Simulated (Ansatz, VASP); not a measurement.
CdS in VASP and in Ansatz

Contents of INCAR:

```
SYSTEM = CdS
ALGO = Normal ; EDIFF = 1E-6
EDIFFG = -0.005 ; ENCUT = 600
GGA = RE ; IBRION = 2
ISIF = 3 ; ISMEAR = 1
IVDW = 12 ; LASPH = .True.
LCHARG = .False. ; LREAL = .False.
LWAVE = .False. ; NELM = 100
NSW = 80 ; PREC = Accurate
SIGMA = 0.1
```

The input KPOINTS:

```
k-points
0
Gamma
  6 6 6
  0 0 0
```

File POSCAR:

```
CdS
1.0
    4.1245540000      0.0000000000      0.0000000000
    2.0622770000      3.5719685433      0.0000000000
    2.0622770000      1.1906561811      3.3676842389
Cd S
1 1
Direct
    0.0000000000      0.0000000000      0.0000000000
    0.2500000000      0.2500000000      0.2500000000
```

Input for Ansatz:

```yaml
crystal:
  lattice:
    a: 4.124554
    b: 4.124554
    c: 4.124554
    alpha: 60.0
    beta: 60.0
    gamma: 60.0
  atoms:
    - { symbol: Cd, position: [0.0, 0.0, 0.0] }
    - { symbol: S, position: [0.25, 0.25, 0.25] }
kpoints:
  mp_grid:
    grid: [6, 6, 6]
hamiltonian:
  xc: revpbe
  dispersion: d3bj
scf:
  occupations:
    method: methfessel_paxton
relax:
  f_tol: 0.005
  cell: {}
```

Alike in both runs: task relaxation of cell and atoms; functional revPBE; dispersion D3(BJ); k mesh 6 × 6 × 6; no spin polarisation.

```csv
,VASP,Ansatz
version,VASP 6.6.1,Ansatz 0.2.0
potentials or method,"VASP PAW PBE potentials, release 64 (Cd, S)","plane waves, PAW"
plane-wave cutoff (eV),600,420
occupations,"methfessel-paxton of order 1, width 0.1 eV",methfessel-paxton of order 1
valence electrons in the cell,18,26
```

```tsv
	VASP	Ansatz	Ansatz less VASP
relaxed volume (Å³/atom)	24.97	24.83	-0.131
relaxed cell length with the largest relative difference (Å)	4.133	4.126	-0.0072
```

VASP's potentials were made for PBE, not for revPBE. VASP's potentials hold 18 valence electrons a cell and Ansatz's 26, so a difference there can come from the potentials and not from the codes.
